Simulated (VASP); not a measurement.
# TePb (Fm-3m) in VASP: single point with LDA

Aim: the single point of TePb with LDA.

Everything below comes from runs of VASP 6.6.1. Logs are shortened: lines on timing, memory, paths and dates and some standing lists are left out, and cuts for length are marked.

## 1. The cell of the first run

The structure is cubic, space group Fm-3m (No. 225). The conventional cell has a = 6.589 Å, b = 6.589 Å, c = 6.589 Å, α = 90.00°, β = 90.00°, γ = 90.00°. Pb (site symmetry m-3m) has 6 Te at 3.29 Å within 4.3 Å. Te (site symmetry m-3m) has 6 Pb at 3.29 Å within 4.3 Å.

## 2. Single point, LDA, collinear spin, ferromagnetic start (volume scaled by 1.06)

INCAR reads:

```
SYSTEM = TePb
PREC     = Accurate       ! precision mode
ENCUT    = 520            ! plane-wave cutoff, eV
EDIFF    = 1E-6           ! SCF threshold, eV
ISMEAR   = 1              ! smearing method
SIGMA    = 0.1            ! smearing width, eV
LREAL    = .FALSE.        ! projectors in reciprocal space
LASPH    = .TRUE.         ! aspherical terms in the spheres
NELM     = 150            ! most SCF steps
ALGO     = Normal         ! electronic algorithm
ISIF     = 2              ! what is computed and relaxed
LWAVE    = .FALSE.        ! write WAVECAR
LCHARG   = .FALSE.        ! write CHGCAR
ISPIN    = 2              ! spin polarisation
MAGMOM   = 0.01 0         ! initial moments
LORBIT   = 11             ! projections on sites
GGA      = CA             ! functional
NBANDS   = 21             ! bands
```

KPOINTS reads:

```
Automatic mesh
0
G
  7 7 7
  0 0 0
```

POSCAR reads:

```
TePb
1.0
    0.0000000000      3.2943690292      3.2943690292
    3.2943690292      0.0000000000      3.2943690292
    3.2943690292      3.2943690292      0.0000000000
Pb Te
1 1
Direct
    0.0000000000      0.0000000000      0.0000000000
    0.5000000000      0.5000000000      0.5000000000
```

Potentials or basis: VASP PAW LDA potentials, release 64 (Pb_d, Te).

Launch:

```console
cat potpaw_LDA.64/Pb_d/POTCAR potpaw_LDA.64/Te/POTCAR > POTCAR
mpirun -np 1 vasp_std > vasp.out
```

OUTCAR:

```text
SYSTEM = TePb
   PREC = Accurate
   ENCUT = 520
   EDIFF = 1E-6
   ISMEAR = 1
   LREAL = .FALSE.
   LASPH = .TRUE.
   NELM = 150
   ISIF = 2
   ISPIN = 2
   LORBIT = 11
   GGA = CA

 ion  position               nearest neighbor table
   1  0.000  0.000  0.000-   2 3.29   2 3.29   2 3.29   2 3.29   2 3.29   2 3.29
   2  0.500  0.500  0.500-   1 3.29   1 3.29   1 3.29   1 3.29   1 3.29   1 3.29

  LATTYP: Found a face centered cubic cell.
 ALAT       =     6.5887380584

  Lattice vectors:

 A1 = (   0.0000000000,   3.2943690292,   3.2943690292)
 A2 = (   3.2943690292,   0.0000000000,   3.2943690292)
 A3 = (   3.2943690292,   3.2943690292,   0.0000000000)

Analysis of symmetry for initial positions (statically):
=====================================================================
 Subroutine PRICEL returns:
 Original cell was already a primitive cell.

 Routine SETGRP: Setting up the symmetry group for a
 face centered cubic supercell.

 Subroutine GETGRP returns: Found 48 space group operations
 (whereof 48 operations were pure point group operations)
 out of a pool of 48 trial point group operations.

The static configuration has the point symmetry O_h .

Analysis of symmetry for dynamics (positions and initial velocities):
=====================================================================
 Subroutine PRICEL returns:
 Original cell was already a primitive cell.

 Routine SETGRP: Setting up the symmetry group for a
 face centered cubic supercell.

 Subroutine GETGRP returns: Found 48 space group operations
 (whereof 48 operations were pure point group operations)
 out of a pool of 48 trial point group operations.

The dynamic configuration has the point symmetry O_h .

Analysis of structural, dynamic, and magnetic symmetry:
=====================================================================
 Subroutine PRICEL returns:
 Original cell was already a primitive cell.

 Routine SETGRP: Setting up the symmetry group for a
 face centered cubic supercell.

 Subroutine GETGRP returns: Found 48 space group operations
 (whereof 48 operations were pure point group operations)
 out of a pool of 48 trial point group operations.

The overall configuration has the point symmetry O_h .

 Subroutine INISYM returns: Found 48 space group operations
 (whereof 48 operations are pure point group operations),
 and found     1 'primitive' translations

----------------------------------------------------------------------------------------

                                     Primitive cell

  volume of cell :      71.5067

  direct lattice vectors                    reciprocal lattice vectors
     0.000000000  3.294369029  3.294369029    -0.151774132  0.151774132  0.151774132
     3.294369029  0.000000000  3.294369029     0.151774132 -0.151774132  0.151774132
     3.294369029  3.294369029  0.000000000     0.151774132  0.151774132 -0.151774132

  length of vectors
     4.658941361  4.658941361  4.658941361     0.262880508  0.262880508  0.262880508

  position of ions in fractional coordinates (direct lattice)
     0.000000000  0.000000000  0.000000000
     0.500000000  0.500000000  0.500000000

  ion indices of the primitive-cell ions
   primitive index   ion index
                 1           1
                 2           2

----------------------------------------------------------------------------------------

 KPOINTS: Automatic mesh

Automatic generation of k-mesh.
 Grid dimensions read from file:
 generate k-points for:    7    7    7

 Generating k-lattice:

  Cartesian coordinates                     Fractional coordinates (reciprocal lattice)
    -0.021682019  0.021682019  0.021682019     0.142857143  0.000000000  0.000000000
     0.021682019 -0.021682019  0.021682019     0.000000000  0.142857143  0.000000000
     0.021682019  0.021682019 -0.021682019     0.000000000  0.000000000  0.142857143

  Length of vectors
     0.037554358  0.037554358  0.037554358

  Shift w.r.t. Gamma in fractional coordinates (k-lattice)
     0.000000000  0.000000000  0.000000000

 Subroutine IBZKPT returns following result:
 ===========================================

 Found     20 irreducible k-points:

 Following reciprocal coordinates:
            Coordinates               Weight
  0.000000  0.000000  0.000000      1.000000
  0.142857  0.000000  0.000000      8.000000
  0.285714  0.000000  0.000000      8.000000
  0.428571  0.000000  0.000000      8.000000
  0.142857  0.142857  0.000000      6.000000
  0.285714  0.142857  0.000000     24.000000
[... 12 lines left out ...]
 -0.428571  0.428571  0.142857     24.000000
 -0.285714  0.428571  0.142857     24.000000
   k-points           NKPTS =     20   k-points in BZ     NKDIM =     20   number of bands    NBANDS=     21
   number of dos      NEDOS =    301   number of ions     NIONS =      2
   total plane-waves  NPLWV =  46656
   dimension x,y,z NGX =    36 NGY =   36 NGZ =   36
   dimension x,y,z NGXF=    72 NGYF=   72 NGZF=   72
   ions per type =               1   1
   NGX,Y,Z   is equivalent  to a cutoff of  12.85, 12.85, 12.85 a.u.
   NGXF,Y,Z  is equivalent  to a cutoff of  25.69, 25.69, 25.69 a.u.
 SYSTEM =  TePb
   PREC   = accura    normal or accurate (medium, high low for compatibility)
   ISTART =      0    job   : 0-new  1-cont  2-samecut
   ICHARG =      2    charge: 1-file 2-atom 10-const
   ISPIN  =      2    spin polarized calculation?
   LNONCOLLINEAR =      F non collinear calculations
   LSORBIT =      F    spin-orbit coupling
   LASPH  =      T    aspherical Exc in radial PAW
   ENCUT  =  520.0 eV  38.22 Ry    6.18 a.u.   8.66  8.66  8.66*2*pi/ulx,y,z
   NELM   =    150;   NELMIN=  2; NELMDL= -5     # of ELM steps
   EDIFF  = 0.1E-05   stopping-criterion for ELM
   LREAL  =      F    real-space projection
   EDIFFG = 0.1E-04   stopping-criterion for IOM
   NSW    =      0    number of steps for IOM
   IBRION =     -1    ionic relax: 0-MD 1-quasi-New 2-CG
   NFREE  =      0    steps in history (QN), initial steepest desc. (CG)
   ISIF   =      2    stress and relaxation
   ISYM   =      2    0-nonsym 1-usesym 2-fastsym
   POTIM  = 0.5000    time-step for ionic-motion
   TEBEG  =    0.0;   TEEND  =   0.0 temperature during run
   PSTRESS=    0.0 pullay stress
   NELECT =      20.0000    total number of electrons
   NUPDOWN=      -1.0000    fix difference up-down
   EMIN   =  10.00;   EMAX   =-10.00  energy-range for DOS
   EFERMI =   0.00;   METHOD = LEGACY
   ISMEAR =     1;   SIGMA  =   0.10  broadening in eV -4-tet -1-fermi 0-gaus
   EFERMI_NEDOS =   21; number of points for ismear=-14 and -15
   IALGO  =     38    algorithm
   IMIX   =      4    mixing-type and parameters
     AMIX     =   0.40;   BMIX     =  1.00
     AMIX_MAG =   1.60;   BMIX_MAG =  1.00
  volume/ion in A,a.u.               =      35.75       241.28
  Fermi-wavevector in a.u.,A,eV,Ry     =   1.070621  2.023181 15.595408  1.146230
  Thomas-Fermi vector in A             =   2.206337
   LORBIT       =     11    0 simple, 1 ext, 2 COOP (PROOUT), +10 PAW based schemes
   GGA     = CA    functional components
   LHFCALC =     F    Hartree Fock is set to
   AEXX    =    0.0000 exact exchange contribution
   IVDW    =     0    specifies the selected vdW correction
   LEPSILON=     F    determine dielectric tensor
   LRPA    =     F    only Hartree local field effects (RPA)
 spin polarized calculation
 Methfessel and Paxton  Order N= 1 SIGMA  =   0.10
  energy-cutoff  :      520.00
  volume of cell :       71.51
 maximum number of plane-waves:      1948
   NGX = 17   NGY = 17   NGZ = 17

 number of electron      19.9999998 magnetization      -0.0000150

 number of electron      19.9999998 magnetization       0.0000164

 Free energy of the ion-electron system (eV)
  ---------------------------------------------------
  ext. energy  EPLUGINS =         0.00000000
  ---------------------------------------------------
  free energy    TOTEN  =        -8.69503608 eV

  energy without entropy =       -8.69573196  energy(sigma->0) =       -8.69526804

 E-fermi :   4.6261     XC(G=0):  -9.3225

 val. band max:        4.5717817531   @ k =   0.4286   0.0000   0.0000
 cond. band min:       5.5733127799   @ k =   0.4286   0.0000   0.0000
 fundamental gap:      1.0015310267
 Fermi energy:         4.6260933649

 spin component 1

 k-point     1 :       0.0000    0.0000    0.0000
  band No.  band energies     occupation
      1     -11.9022      1.00000
      2     -11.9022      1.00000
      3     -11.8927      1.00000
      4     -11.8927      1.00000
      5     -11.8927      1.00000
      6      -6.9144      1.00000
[... 13 lines left out ...]
     20      12.6536      0.00000
     21      22.9465      0.00000
[... 433 lines left out ...]
 k-point    20 :      -0.2857    0.4286    0.1429
  band No.  band energies     occupation
      1     -11.9334      1.00000
      2     -11.9033      1.00000
      3     -11.8890      1.00000
      4     -11.8833      1.00000
      5     -11.8731      1.00000
      6      -5.3271      1.00000
[... 13 lines left out ...]
     20      17.2848      0.00000
     21      18.9077      0.00000
 Fermi energy:         4.6260933649

 spin component 2

 k-point     1 :       0.0000    0.0000    0.0000
  band No.  band energies     occupation
      1     -11.9020      1.00000
      2     -11.9020      1.00000
      3     -11.8924      1.00000
      4     -11.8924      1.00000
      5     -11.8924      1.00000
      6      -6.9145      1.00000
[... 13 lines left out ...]
     20      12.6536      0.00000
     21      22.9467      0.00000
[... 433 lines left out ...]
 k-point    20 :      -0.2857    0.4286    0.1429
  band No.  band energies     occupation
      1     -11.9332      1.00000
      2     -11.9030      1.00000
      3     -11.8888      1.00000
      4     -11.8831      1.00000
      5     -11.8729      1.00000
      6      -5.3271      1.00000
[... 13 lines left out ...]
     20      17.2848      0.00000
     21      18.9077      0.00000

------------------------ aborting loop because EDIFF is reached ----------------------------------------

  FORCE on cell =-STRESS in cart. coord.  units (eV):
  Direction    XX          YY          ZZ          XY          YZ          ZX
  --------------------------------------------------------------------------------------
  -------------------------------------------------------------------------------------
  Total       -1.6795864     -1.6795864     -1.6795864      0.0000000      0.0000000     -0.0000000
  in kB      -37.6327710    -37.6327710    -37.6327710      0.0000000      0.0000000     -0.0000000
  external PRESSURE =     -37.6327710 kB  Pullay stress =       0.0000000 kB

 VOLUME and BASIS-vectors are now :
 -----------------------------------------------------------------------------
  energy-cutoff  :      520.00
  volume of cell :       71.51
      direct lattice vectors                 reciprocal lattice vectors
     0.000000000  3.294369029  3.294369029    -0.151774132  0.151774132  0.151774132
     3.294369029  0.000000000  3.294369029     0.151774132 -0.151774132  0.151774132
     3.294369029  3.294369029  0.000000000     0.151774132  0.151774132 -0.151774132

 POSITION                                       TOTAL-FORCE (eV/Angst)
 -----------------------------------------------------------------------------------
      0.00000      0.00000      0.00000        -0.000000      0.000000     -0.000000
      3.29437      3.29437      3.29437         0.000000      0.000000      0.000000
 -----------------------------------------------------------------------------------
    total drift:                               -0.000000      0.000000      0.000000

  FREE ENERGIE OF THE ION-ELECTRON SYSTEM (eV)
  ---------------------------------------------------
  free  energy   TOTEN  =        -8.6950360822 eV

  energy  without entropy=       -8.6957319626  energy(sigma->0) =       -8.69526804

 total charge

# of ion       s       p       d       tot
------------------------------------------
    1        1.457   0.564   9.824  11.845
    2        1.382   1.978   0.016   3.375
--------------------------------------------------
tot          2.838   2.542   9.840  15.220

 magnetization (x)

# of ion       s       p       d       tot
------------------------------------------
    1        0.000  -0.000   0.000  -0.000
    2       -0.000   0.000  -0.000   0.000
--------------------------------------------------
tot          0.000  -0.000   0.000  -0.000
```

Run time: 82 s. Hardware: 1 thread of Intel Xeon 8259CL, shared host; peak memory 0.21 GiB.

Results:

```yaml
Free_energy: -8.6950 eV
Pressure: -3.8 GPa
Net_moment: 0.00 μB per cell
Valence_electrons_inside_the_program's_atomic_spheres: Pb 11.85; Te 3.38
```

Caveat: this odd mesh misses L, where the gap lies, so gap, dielectric constants and Born charges aren't listed; spin-orbit coupling is left out, which moves the levels of the heavy elements.
